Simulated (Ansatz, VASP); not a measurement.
Two plane-wave programs on HC12

INCAR

```
SYSTEM = HC12
ALGO     = Normal         ! electronic algorithm
DIPOL    = 0.5 0.5 0.290
EDIFF    = 1E-6           ! SCF threshold, eV
ENCUT    = 520            ! plane-wave cutoff, eV
GGA      = PE             ! functional
IDIPOL   = 3            
ISIF     = 2              ! what is computed and relaxed
ISMEAR   = 0              ! smearing method
LASPH    = .True.         ! aspherical terms in the spheres
LCHARG   = .False.        ! write CHGCAR
LDIPOL   = .True.       
LREAL    = Auto         
LWAVE    = .False.        ! write WAVECAR
NBANDS   = 68             ! bands
NELM     = 100            ! most SCF steps
PREC     = Accurate       ! precision mode
SIGMA    = 0.05           ! smearing width, eV
```

File KPOINTS:

```
k-points
0
Gamma
  5 5 1
  0 0 0
```

File POSCAR:

```
HC12
1.0
    5.0509324483      0.0000000000      0.0000000000
    0.0000000000      5.0509324483      0.0000000000
    0.0000000000      0.0000000000     22.3754933530
C H
24 2
Direct
    0.0000000000      0.2500000000      0.1787670080
    0.0000000000      0.7500000000      0.1787670080
    0.5000000000      0.2500000000      0.1787670080
    0.5000000000      0.7500000000      0.1787670080
    0.0000000000      0.0000000000      0.2186716990
    0.0000000000      0.5000000000      0.2186716990
    0.5000000000      0.0000000000      0.2186716990
    0.5000000000      0.5000000000      0.2186716990
    0.2500000000      0.0000000000      0.2585763899
    0.2500000000      0.5000000000      0.2585763899
    0.7500000000      0.0000000000      0.2585763899
    0.7500000000      0.5000000000      0.2585763899
    0.2500000000      0.2500000000      0.2976014419
    0.2500000000      0.7500000000      0.2976014419
    0.7500000000      0.2500000000      0.2976014419
    0.7500000000      0.7500000000      0.2976014419
    0.0000000000      0.2500000000      0.3394883053
    0.0000000000      0.7500000000      0.3394883053
    0.5000000000      0.2500000000      0.3394883053
    0.5000000000      0.7500000000      0.3394883053
    0.0000000000      0.0000000000      0.3743154719
    0.0000000000      0.5000000000      0.3743154719
    0.5000000000      0.0000000000      0.3743154719
    0.5000000000      0.5000000000      0.3743154719
    0.7376721994      0.3750000000      0.4373308422
    1.2623278006      0.3750000000      0.4373308422
```

Input for Ansatz:

```yaml
crystal:
  lattice:
    - [5.0509324483, 0.0, 0.0]
    - [0.0, 5.0509324483, 0.0]
    - [0.0, 0.0, 22.375493353]
  atoms:
    - { symbol: C, position: [0.0, 0.25, 0.178767008] }
    - { symbol: C, position: [0.0, 0.75, 0.178767008] }
    - { symbol: C, position: [0.5, 0.25, 0.178767008] }
    - { symbol: C, position: [0.5, 0.75, 0.178767008] }
    - { symbol: C, position: [0.0, 0.0, 0.218671699] }
    - { symbol: C, position: [0.0, 0.5, 0.218671699] }
    - { symbol: C, position: [0.5, 0.0, 0.218671699] }
    - { symbol: C, position: [0.5, 0.5, 0.218671699] }
    - { symbol: C, position: [0.25, 0.0, 0.2585763899] }
    - { symbol: C, position: [0.25, 0.5, 0.2585763899] }
    - { symbol: C, position: [0.75, 0.0, 0.2585763899] }
    - { symbol: C, position: [0.75, 0.5, 0.2585763899] }
    - { symbol: C, position: [0.25, 0.25, 0.2976014419] }
    - { symbol: C, position: [0.25, 0.75, 0.2976014419] }
    - { symbol: C, position: [0.75, 0.25, 0.2976014419] }
    - { symbol: C, position: [0.75, 0.75, 0.2976014419] }
    - { symbol: C, position: [0.0, 0.25, 0.3394883053] }
    - { symbol: C, position: [0.0, 0.75, 0.3394883053] }
    - { symbol: C, position: [0.5, 0.25, 0.3394883053] }
    - { symbol: C, position: [0.5, 0.75, 0.3394883053] }
    - { symbol: C, position: [0.0, 0.0, 0.3743154719] }
    - { symbol: C, position: [0.0, 0.5, 0.3743154719] }
    - { symbol: C, position: [0.5, 0.0, 0.3743154719] }
    - { symbol: C, position: [0.5, 0.5, 0.3743154719] }
    - { symbol: H, position: [0.7376721994, 0.375, 0.4373308422] }
    - { symbol: H, position: [1.2623278006, 0.375, 0.4373308422] }
basis:
  ecutwfc: 420
kpoints:
  mp_grid: { grid: [5, 5, 1] }
hamiltonian:
  xc: pbe
  pseudopotentials: { kind: paw, azcp: { folder: soft_1 } }
scf:
  occupations: { method: gaussian, width: 0.05 }
output:
  forces: true
  eigenvalues: true
efield:
  axis: 3
  dipole_correction: true
  ramp_width: 0.04
```

Alike in both runs: task single point; functional PBE; k mesh 5 × 5 × 1; occupations gaussian, width 0.05 eV; no spin polarisation.

|  | VASP | Ansatz |
| --- | --- | --- |
| version | VASP 6.6.1 | Ansatz 0.2.0 |
| potentials or method | VASP PAW PBE potentials, release 64 (C, H), cutoff 520 eV | scalar-relativistic, plane waves, PAW |
| valence electrons in the cell | 98 | 98 |

|  | VASP | Ansatz | Ansatz less VASP |
| --- | --- | --- | --- |
| gap on the k mesh at the Fermi level (eV) | none | none | - |
| rms of the force components (eV/Å) | 0.973 | 0.974 | +0.0009 |

Atom by atom the forces differ by 0.012 eV/Å (rms over components). A gap of «none» marks a metal or a gap that the smearing closes.
